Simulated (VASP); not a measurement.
# TiAl (Pm-3m) in VASP: further runs

TiAl is run at these levels: revPBE, PBEsol, PBEsol+D3(BJ); tasks: band structure, equation of state, elastic constants, vibrations by perturbation theory.

All numbers are computed with VASP 6.6.1; they aren't measurements. Logs are shortened: lines on timing, memory, paths and dates and some standing lists are left out, and cuts for length are marked.

## 1. The cell of the first run

Symmetry: Pm-3m, No. 221, cubic system. Conventional cell: a = 3.179 Å, b = 3.179 Å, c = 3.179 Å, α = 90.00°, β = 90.00°, γ = 90.00°. Within 3.6 Å of Ti (site symmetry m-3m) lie 8 Al at 2.75 Å and 6 Ti at 3.18 Å. Within 3.6 Å of Al (site symmetry m-3m) lie 8 Ti at 2.75 Å and 6 Al at 3.18 Å.

## 2. Band structure, revPBE

Contents of INCAR:

```
GGA = RE
ISMEAR = 1
SIGMA = 0.1
LWAVE = F
LCHARG = F
NBANDS = 23
PREC = Accurate
LASPH = T
LREAL = F
ALGO = Normal
EDIFF = 1E-6
NELM = 120
GGA_COMPAT = F
ENCUT = 320
LMAXMIX = 4
```

Contents of KPOINTS:

```
Automatic mesh
0
Gamma
  9 9 9
  0 0 0
```

Contents of KPOINTS_OPT:

```
path GXMGRX,MR
12
line-mode
reciprocal
 0.0000000000  0.0000000000  0.0000000000  G
 0.0000000000  0.5000000000  0.0000000000  X

 0.0000000000  0.5000000000  0.0000000000  X
 0.5000000000  0.5000000000  0.0000000000  M

 0.5000000000  0.5000000000  0.0000000000  M
 0.0000000000  0.0000000000  0.0000000000  G

 0.0000000000  0.0000000000  0.0000000000  G
 0.5000000000  0.5000000000  0.5000000000  R

 0.5000000000  0.5000000000  0.5000000000  R
 0.0000000000  0.5000000000  0.0000000000  X

 0.5000000000  0.5000000000  0.0000000000  M
 0.5000000000  0.5000000000  0.5000000000  R
```

Contents of POSCAR:

```
TiAl
1.0
    3.1790640000      0.0000000000      0.0000000000
    0.0000000000      3.1790640000      0.0000000000
    0.0000000000      0.0000000000      3.1790640000
Ti Al
1 1
Direct
    0.0000000000      0.0000000000      0.0000000000
    0.5000000000      0.5000000000      0.5000000000
```

Potentials or basis: VASP PAW PBE potentials, release 64 (Ti_sv, Al).

Command:

```
> cat potpaw_PBE.64/Ti_sv/POTCAR potpaw_PBE.64/Al/POTCAR > POTCAR
> mpirun -np 1 vasp_std > vasp.out
```

OUTCAR:

```text
GGA = RE
   ISMEAR = 1
   PREC = Accurate
   LASPH = T
   LREAL = F
   EDIFF = 1E-6
   NELM = 120
   ENCUT = 320

 Found     35 irreducible k-points:

 Following reciprocal coordinates:
            Coordinates               Weight
  0.000000  0.000000  0.000000      1.000000
  0.111111  0.000000  0.000000      6.000000
  0.222222  0.000000  0.000000      6.000000
  0.333333  0.000000  0.000000      6.000000
  0.444444  0.000000  0.000000      6.000000
  0.111111  0.111111  0.000000     12.000000
   k-points           NKPTS =     35   k-points in BZ     NKDIM =     35   number of bands    NBANDS=     23
   number of dos      NEDOS =    301   number of ions     NIONS =      2
   total plane-waves  NPLWV =   8000
   dimension x,y,z NGX =    20 NGY =   20 NGZ =   20
   dimension x,y,z NGXF=    40 NGYF=   40 NGZF=   40
   ions per type =               1   1
   NGX,Y,Z   is equivalent  to a cutoff of  10.46, 10.46, 10.46 a.u.
   NGXF,Y,Z  is equivalent  to a cutoff of  20.92, 20.92, 20.92 a.u.
 SYSTEM =  unknown system
   PREC   = accura    normal or accurate (medium, high low for compatibility)
   ISTART =      0    job   : 0-new  1-cont  2-samecut
   ICHARG =      2    charge: 1-file 2-atom 10-const
   ISPIN  =      1    spin polarized calculation?
   LNONCOLLINEAR =      F non collinear calculations
   LSORBIT =      F    spin-orbit coupling
   LASPH  =      T    aspherical Exc in radial PAW
   ENCUT  =  320.0 eV  23.52 Ry    4.85 a.u.   4.64  4.64  4.64*2*pi/ulx,y,z
   NELM   =    120;   NELMIN=  2; NELMDL= -5     # of ELM steps
   EDIFF  = 0.1E-05   stopping-criterion for ELM
   LREAL  =      F    real-space projection
   EDIFFG = 0.1E-04   stopping-criterion for IOM
   NSW    =      0    number of steps for IOM
   IBRION =     -1    ionic relax: 0-MD 1-quasi-New 2-CG
   NFREE  =      0    steps in history (QN), initial steepest desc. (CG)
   ISIF   =      2    stress and relaxation
   ISYM   =      2    0-nonsym 1-usesym 2-fastsym
   POTIM  = 0.5000    time-step for ionic-motion
   TEBEG  =    0.0;   TEEND  =   0.0 temperature during run

   SCALEE = 1.0000    scale energy and forces
   PSTRESS=    0.0 pullay stress
   NELECT =      15.0000    total number of electrons
   NUPDOWN=      -1.0000    fix difference up-down
   EMIN   =  10.00;   EMAX   =-10.00  energy-range for DOS
   EFERMI =   0.00;   METHOD = LEGACY
   ISMEAR =     1;   SIGMA  =   0.10  broadening in eV -4-tet -1-fermi 0-gaus
   EFERMI_NEDOS =   21; number of points for ismear=-14 and -15
   IALGO  =     38    algorithm
   IMIX   =      4    mixing-type and parameters
     AMIX     =   0.40;   BMIX     =  1.00
     AMIX_MAG =   1.60;   BMIX_MAG =  1.00
  volume/ion in A,a.u.               =      16.06       108.41
  Fermi-wavevector in a.u.,A,eV,Ry     =   1.270007  2.399964 21.945065  1.612917
  Thomas-Fermi vector in A             =   2.403017
   LORBIT       =      0    0 simple, 1 ext, 2 COOP (PROOUT), +10 PAW based schemes
   GGA     = RE    functional components
   LHFCALC =     F    Hartree Fock is set to
   AEXX    =    0.0000 exact exchange contribution
   IVDW    =     0    specifies the selected vdW correction
   LEPSILON=     F    determine dielectric tensor
   LRPA    =     F    only Hartree local field effects (RPA)

   CSHIFT  =0.1000    complex shift for real part using Kramers Kronig

   OMEGAMAX=  -1.0    maximum frequency
 non-spin polarized calculation
 Methfessel and Paxton  Order N= 1 SIGMA  =   0.10
  energy-cutoff  :      320.00
  volume of cell :       32.13
 maximum number of plane-waves:       437
 NGX is ok and might be reduce to    20
   NGX =  9   NGY =  9   NGZ =  9

 number of electron      15.0000017 magnetization

 Free energy of the ion-electron system (eV)
  ---------------------------------------------------
  ext. energy  EPLUGINS =         0.00000000
  ---------------------------------------------------
  free energy    TOTEN  =       -11.56462708 eV

  energy without entropy =      -11.56221528  energy(sigma->0) =      -11.56382315

 E-fermi :   8.8634     XC(G=0): -11.0249

 val. band max:        8.8578903509   @ k =   0.3333   0.2222   0.0000
 cond. band min:       8.9183801282   @ k =   0.3333   0.2222   0.1111
 fundamental gap:      0.0604897773
 Fermi energy:         8.8633874569

 k-point     1 :       0.0000    0.0000    0.0000
  band No.  band energies     occupation
      1     -48.1175      2.00000
      2     -24.2921      2.00000
      3     -24.2921      2.00000
      4     -24.2921      2.00000
      5      -0.3913      2.00000
      6       7.4127      2.00000
[... 11 lines left out ...]
     18      26.8736      0.00000
     19      26.8736      0.00000

 k-point     2 :       0.1111    0.0000    0.0000
  band No.  band energies     occupation
      1     -48.1158      2.00000
      2     -24.3120      2.00000
      3     -24.2905      2.00000
      4     -24.2905      2.00000
      5      -0.1958      2.00000
      6       7.2981      2.00000
[... 11 lines left out ...]
     18      24.9895      0.00000
     19      26.2976      0.00000

 k-point     3 :       0.2222    0.0000    0.0000
  band No.  band energies     occupation
      1     -48.1111      2.00000
      2     -24.3621      2.00000
      3     -24.2860      2.00000
      4     -24.2860      2.00000
      5       0.3776      2.00000
      6       6.7281      2.00000
[... 11 lines left out ...]
     18      23.6209      0.00000
     19      25.3459      0.00000

 k-point     4 :       0.3333    0.0000    0.0000
  band No.  band energies     occupation
      1     -48.1060      2.00000
      2     -24.4192      2.00000
      3     -24.2807      2.00000
      4     -24.2807      2.00000
      5       1.2889      2.00000
      6       5.5301      2.00000
[... 11 lines left out ...]
     18      24.3412      0.00000
     19      24.7610      0.00000

 k-point     5 :       0.4444    0.0000    0.0000
  band No.  band energies     occupation
      1     -48.1024      2.00000
      2     -24.4554      2.00000
      3     -24.2771      2.00000
      4     -24.2771      2.00000
      5       2.4357      2.00000
      6       4.1124      2.00000
[... 11 lines left out ...]
     18      23.1337      0.00000
     19      24.5045      0.00000

 k-point     6 :       0.1111    0.1111    0.0000
  band No.  band energies     occupation
      1     -48.1138      2.00000
      2     -24.3111      2.00000
      3     -24.3089      2.00000
      4     -24.2885      2.00000
      5      -0.0033      2.00000
      6       7.3267      2.00000
[... 11 lines left out ...]
     18      25.0386      0.00000
     19      25.0471      0.00000

 [... further k-points ...]

 [bands above 19 left out]

------------------------ aborting loop because EDIFF is reached ----------------------------------------

  FORCE on cell =-STRESS in cart. coord.  units (eV):
  Direction    XX          YY          ZZ          XY          YZ          ZX
  --------------------------------------------------------------------------------------
  -------------------------------------------------------------------------------------
  Total        0.4891311      0.4891311      0.4891311     -0.0000000     -0.0000000     -0.0000000
  in kB       24.3914764     24.3914764     24.3914764     -0.0000000     -0.0000000     -0.0000000
  external PRESSURE =      24.3914764 kB  Pullay stress =       0.0000000 kB

 VOLUME and BASIS-vectors are now :
 -----------------------------------------------------------------------------
  energy-cutoff  :      320.00
  volume of cell :       32.13
      direct lattice vectors                 reciprocal lattice vectors
     3.179064000  0.000000000  0.000000000     0.314557996  0.000000000  0.000000000
     0.000000000  3.179064000  0.000000000     0.000000000  0.314557996  0.000000000
     0.000000000  0.000000000  3.179064000     0.000000000  0.000000000  0.314557996

 POSITION                                       TOTAL-FORCE (eV/Angst)
 -----------------------------------------------------------------------------------
      0.00000      0.00000      0.00000         0.000000      0.000000      0.000000
      1.58953      1.58953      1.58953         0.000000      0.000000      0.000000
 -----------------------------------------------------------------------------------
    total drift:                               -0.000000      0.000000      0.000000

  FREE ENERGIE OF THE ION-ELECTRON SYSTEM (eV)
  ---------------------------------------------------
  free  energy   TOTEN  =       -11.5646270795 eV

  energy  without entropy=      -11.5622152823  energy(sigma->0) =      -11.56382315
```

Wall time 9.2 s (1 thread of Intel Xeon 6975P-C (Granite Rapids), shared host); peak memory 0.14 GiB.

Results:

```
Free energy             : -11.5646 eV
Pressure                : 2.4 GPa
Band gap along the path : zero within the smearing
```

Levels at the corners of the path, in eV from the Fermi level:
| point | band 3 | band 4 | band 5 | band 6 | band 7 | band 8 | band 9 | band 10 | band 11 | band 12 |
| --- | --- | --- | --- | --- | --- | --- | --- | --- | --- | --- |
| Γ | -33.16 | -33.16 | -9.25 | -1.45 | -1.45 | 1.81 | 1.81 | 1.81 | 4.42 | 4.42 |
| X | -33.14 | -33.14 | -6.04 | -5.18 | -0.56 | 0.16 | 0.16 | 2.02 | 2.98 | 6.47 |
| X | -33.14 | -33.14 | -6.04 | -5.18 | -0.56 | 0.16 | 0.16 | 2.02 | 2.98 | 6.47 |
| M | -33.30 | -33.13 | -5.00 | -2.13 | -2.13 | -1.46 | 0.72 | 0.72 | 2.72 | 4.73 |
| M | -33.30 | -33.13 | -5.00 | -2.13 | -2.13 | -1.46 | 0.72 | 0.72 | 2.72 | 4.73 |
| Γ | -33.16 | -33.16 | -9.25 | -1.45 | -1.45 | 1.81 | 1.81 | 1.81 | 4.42 | 4.42 |
| Γ | -33.16 | -33.16 | -9.25 | -1.45 | -1.45 | 1.81 | 1.81 | 1.81 | 4.42 | 4.42 |
| R | -33.28 | -33.28 | -3.09 | -3.09 | -3.09 | 0.69 | 2.78 | 2.78 | 2.89 | 2.89 |
| R | -33.28 | -33.28 | -3.09 | -3.09 | -3.09 | 0.69 | 2.78 | 2.78 | 2.89 | 2.89 |
| X | -33.14 | -33.14 | -6.04 | -5.18 | -0.56 | 0.16 | 0.16 | 2.02 | 2.98 | 6.47 |
| M | -33.30 | -33.13 | -5.00 | -2.13 | -2.13 | -1.46 | 0.72 | 0.72 | 2.72 | 4.73 |
| R | -33.28 | -33.28 | -3.09 | -3.09 | -3.09 | 0.69 | 2.78 | 2.78 | 2.89 | 2.89 |

Caveat: the cutoff is under 1.25 times the usual one of these potentials, so pressure, stress and relaxed cells hold a basis-set (Pulay) error; the PAW data sets were made with another functional, which shifts forces and pressure a little.

## 3. Band structure, revPBE

Contents of INCAR:

```
GGA = RE
ISMEAR = 1
SIGMA = 0.05
LWAVE = F
LCHARG = F
NBANDS = 33
PREC = Accurate
LASPH = T
LREAL = F
ALGO = Normal
EDIFF = 1E-7
NELM = 120
GGA_COMPAT = F
ENCUT = 550
LMAXMIX = 4
```

Contents of KPOINTS:

```
Automatic mesh
0
Gamma
  14 14 14
  0 0 0
```

KPOINTS_OPT is that of step 2.

POSCAR is that of step 2.

Potentials or basis: VASP PAW PBE potentials, release 64 (Ti_sv, Al).

Command:

```
> cat potpaw_PBE.64/Ti_sv/POTCAR potpaw_PBE.64/Al/POTCAR > POTCAR
> mpirun -np 1 vasp_std > vasp.out
```

It took 34 s on 1 thread of Intel Xeon 6975P-C (Granite Rapids), shared host; peak memory 0.28 GiB.

The run converged. Its results:

```
Free energy             : -11.5841 eV
Pressure                : 2.6 GPa
Band gap along the path : zero within the smearing
```

Levels at the corners of the path, in eV from the Fermi level:
| point | band 4 | band 5 | band 6 | band 7 | band 8 | band 9 | band 10 | band 11 |
| --- | --- | --- | --- | --- | --- | --- | --- | --- |
| Γ | -33.17 | -9.31 | -1.47 | -1.47 | 1.80 | 1.80 | 1.80 | 4.40 |
| X | -33.16 | -6.07 | -5.23 | -0.58 | 0.14 | 0.14 | 2.00 | 2.96 |
| X | -33.16 | -6.07 | -5.23 | -0.58 | 0.14 | 0.14 | 2.00 | 2.96 |
| M | -33.14 | -5.02 | -2.15 | -2.15 | -1.50 | 0.70 | 0.70 | 2.70 |
| M | -33.14 | -5.02 | -2.15 | -2.15 | -1.50 | 0.70 | 0.70 | 2.70 |
| Γ | -33.17 | -9.31 | -1.47 | -1.47 | 1.80 | 1.80 | 1.80 | 4.40 |
| Γ | -33.17 | -9.31 | -1.47 | -1.47 | 1.80 | 1.80 | 1.80 | 4.40 |
| R | -33.30 | -3.12 | -3.12 | -3.12 | 0.67 | 2.77 | 2.77 | 2.87 |
| R | -33.30 | -3.12 | -3.12 | -3.12 | 0.67 | 2.77 | 2.77 | 2.87 |
| X | -33.16 | -6.07 | -5.23 | -0.58 | 0.14 | 0.14 | 2.00 | 2.96 |
| M | -33.14 | -5.02 | -2.15 | -2.15 | -1.50 | 0.70 | 0.70 | 2.70 |
| R | -33.30 | -3.12 | -3.12 | -3.12 | 0.67 | 2.77 | 2.77 | 2.87 |

Caveat: the PAW data sets were made with another functional, which shifts forces and pressure a little.

## 4. Equation of state, PBEsol

Contents of POSCAR.step1:

```
TiAl
1.0
    3.0806786718      0.0000000000      0.0000000000
    0.0000000000      3.0806786718      0.0000000000
    0.0000000000      0.0000000000      3.0806786718
Ti Al
1 1
Direct
    0.0000000000      0.0000000000      0.0000000000
    0.5000000000      0.5000000000      0.5000000000
```

Contents of POSCAR.step2:

```
TiAl
1.0
    3.1141669331      0.0000000000      0.0000000000
    0.0000000000      3.1141669331      0.0000000000
    0.0000000000      0.0000000000      3.1141669331
Ti Al
1 1
Direct
    0.0000000000      0.0000000000      0.0000000000
    0.5000000000      0.5000000000      0.5000000000
```

Contents of POSCAR.step3:

```
TiAl
1.0
    3.1469500468      0.0000000000      0.0000000000
    0.0000000000      3.1469500468      0.0000000000
    0.0000000000      0.0000000000      3.1469500468
Ti Al
1 1
Direct
    0.0000000000      0.0000000000      0.0000000000
    0.5000000000      0.5000000000      0.5000000000
```

Contents of POSCAR.step4:

```
TiAl
1.0
    3.1790640000      0.0000000000      0.0000000000
    0.0000000000      3.1790640000      0.0000000000
    0.0000000000      0.0000000000      3.1790640000
Ti Al
1 1
Direct
    0.0000000000      0.0000000000      0.0000000000
    0.5000000000      0.5000000000      0.5000000000
```

Contents of POSCAR.step5:

```
TiAl
1.0
    3.2105419283      0.0000000000      0.0000000000
    0.0000000000      3.2105419283      0.0000000000
    0.0000000000      0.0000000000      3.2105419283
Ti Al
1 1
Direct
    0.0000000000      0.0000000000      0.0000000000
    0.5000000000      0.5000000000      0.5000000000
```

Contents of POSCAR.step6:

```
TiAl
1.0
    3.2414144177      0.0000000000      0.0000000000
    0.0000000000      3.2414144177      0.0000000000
    0.0000000000      0.0000000000      3.2414144177
Ti Al
1 1
Direct
    0.0000000000      0.0000000000      0.0000000000
    0.5000000000      0.5000000000      0.5000000000
```

Contents of POSCAR.step7:

```
TiAl
1.0
    3.2717097663      0.0000000000      0.0000000000
    0.0000000000      3.2717097663      0.0000000000
    0.0000000000      0.0000000000      3.2717097663
Ti Al
1 1
Direct
    0.0000000000      0.0000000000      0.0000000000
    0.5000000000      0.5000000000      0.5000000000
```

Contents of INCAR:

```
GGA = PS
ISMEAR = 1
SIGMA = 0.1
LWAVE = F
LCHARG = F
ISIF = 2
NSW = 0
ENCUT = 620
PREC = Accurate
LASPH = T
LREAL = F
ALGO = Normal
EDIFF = 1E-7
NELM = 120
GGA_COMPAT = F
```

Contents of KPOINTS:

```
k-points
0
Gamma
  10 10 10
```

Potentials or basis: VASP PAW PBE potentials, release 64 (Ti_sv_GW, Al_GW).

Command:

```
> cat potpaw_PBE.64/Ti_sv_GW/POTCAR potpaw_PBE.64/Al_GW/POTCAR > POTCAR
> cp POSCAR.step1 POSCAR
> mpirun -np 1 vasp_std > vasp.out
> cp POSCAR.step2 POSCAR
> mpirun -np 1 vasp_std > vasp.out
> cp POSCAR.step3 POSCAR
> mpirun -np 1 vasp_std > vasp.out
> cp POSCAR.step4 POSCAR
> mpirun -np 1 vasp_std > vasp.out
> cp POSCAR.step5 POSCAR
> mpirun -np 1 vasp_std > vasp.out
> cp POSCAR.step6 POSCAR
> mpirun -np 1 vasp_std > vasp.out
> cp POSCAR.step7 POSCAR
> mpirun -np 1 vasp_std > vasp.out
```

Wall time 4.6 min (1 thread of Intel Xeon Platinum 8488C (Sapphire Rapids), shared host); peak memory 0.2 GiB.

It converged, with:

- Equilibrium volume: 15.71 Å³/atom
- Bulk modulus: 119 GPa
- Pressure derivative of the bulk modulus: 4.0

Energy against volume, from the lowest point:
```
volume (Å³/atom)  energy (meV/atom)
          14.619              31.34
          15.101               9.00
          15.583               0.00
          16.065               2.44
          16.546              14.70
          17.028              35.36
          17.510              63.21
```

Caveat: the PAW data sets were made with another functional, which shifts forces and pressure a little.

## 5. Elastic constants, PBEsol+D3(BJ)

Contents of INCAR:

```
SYSTEM = TiAl
  PREC = Accurate
  ENCUT = 600
  EDIFF = 1E-8
  ISMEAR = 1
  SIGMA = 0.1
  LREAL = .False.
  LASPH = .True.
  NELM = 80
  ALGO = Normal
  ISIF = 3
  LWAVE = .False.
  LCHARG = .False.
  GGA = PS
  IVDW = 12
  NBANDS = 14
  IBRION = 6
  NFREE = 2
  POTIM = 0.015
  NSW = 1
```

Contents of KPOINTS:

```
Automatic mesh
0
Gamma
  6 6 6
  0 0 0
```

POSCAR is that of step 3.

Potentials or basis: VASP PAW PBE potentials, release 64 (Ti_sv, Al).

Command:

```
> cat potpaw_PBE.64/Ti_sv/POTCAR potpaw_PBE.64/Al/POTCAR > POTCAR
> mpirun -np 1 vasp_std > vasp.out
```

It took 9.9 min on 1 thread of Intel Xeon 8259CL, shared host; peak memory 0.23 GiB.

Results (log left out):

```yaml
Elastic_constants_C11_C12_C44: 80, 121, 76 GPa
Voigt_bulk_modulus: 107 GPa
Highest_phonon_frequency_at_Γ: 312 cm⁻¹
Dispersion_energy_per_atom: -0.474 eV
```

Phonon frequencies in cm⁻¹ (negative: imaginary):
```
              q point        frequencies
(0.000, 0.000, 0.000)  0 0 0 312 312 312
```

Elastic tensor in Voigt notation (GPa, in the Cartesian axes of the cell as first typed):
```
 80 121 121   0   0   0
121  80 121   0   0   0
121 121  80   0   0   0
  0   0   0  76   0   0
  0   0   0   0  76   0
  0   0   0   0   0  76
```

Clamped-ion elastic tensor (GPa):
```
 80 121 121   0   0   0
121  80 121   0   0   0
121 121  80   0   0   0
  0   0   0  76   0   0
  0   0   0   0  76   0
  0   0   0   0   0  76
```

Caveat: the cell is under stress, which shifts elastic constants; the elastic tensor has a negative eigenvalue, so either the cell is unstable as it stands or the mesh is too thin; the PAW data sets were made with another functional, which shifts forces and pressure a little.

[end of part 1 of 2]
